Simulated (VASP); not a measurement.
Si16B (a cell with a defect), 17 atoms in the cell. The cell holds a defect, 17 atoms: a = 7.679 Å, b = 7.679 Å, c = 7.679 Å, α = 60.00°, β = 60.00°, γ = 60.00°. 

- Program: VASP 6.6.1
- Task: relaxation of the atoms
- Functional: PBE
- Dispersion: D3(BJ)
- Potentials or basis: VASP PAW PBE potentials, release 64 (Si, B)
- Cutoff: 520 eV
- k mesh: 2 × 2 × 2
- Occupations: fermi-dirac, width 0.02 eV
- Spin: collinear spin
- Starting moments: [0.0, 0.0, 0.0, 0.0, 0.0, 0.0, 0.0, 0.0, 0.0, 0.0, 0.0, 0.0, 0.0, 0.0, 0.0, 0.0, 1.0] μB
- Dipole correction: no
- Further INCAR settings: LREAL = Auto; ALGO = Normal; EDIFF = 1e-06; IBRION = 2; EDIFFG = -0.08; NSW = 45

Potentials or basis: VASP PAW PBE potentials, release 64 (Si, B).

Command:

```bash
$ cat potpaw_PBE.64/Si/POTCAR potpaw_PBE.64/B/POTCAR > POTCAR
$ mpirun -np 4 vasp_std > vasp.out
```

Hardware: 4 MPI ranks on Intel(R) Xeon(R) Platinum 8488C (Sapphire Rapids), on a shared host.

**Question.** Estimate the wall time of this run.

**Answer.** Run time: 5.7 min on 4 MPI ranks on Intel(R) Xeon(R) Platinum 8488C (Sapphire Rapids) (shared host), peak memory 0.44 GiB a rank. Counts: scf iterations 35, k points 8, ion steps 4.
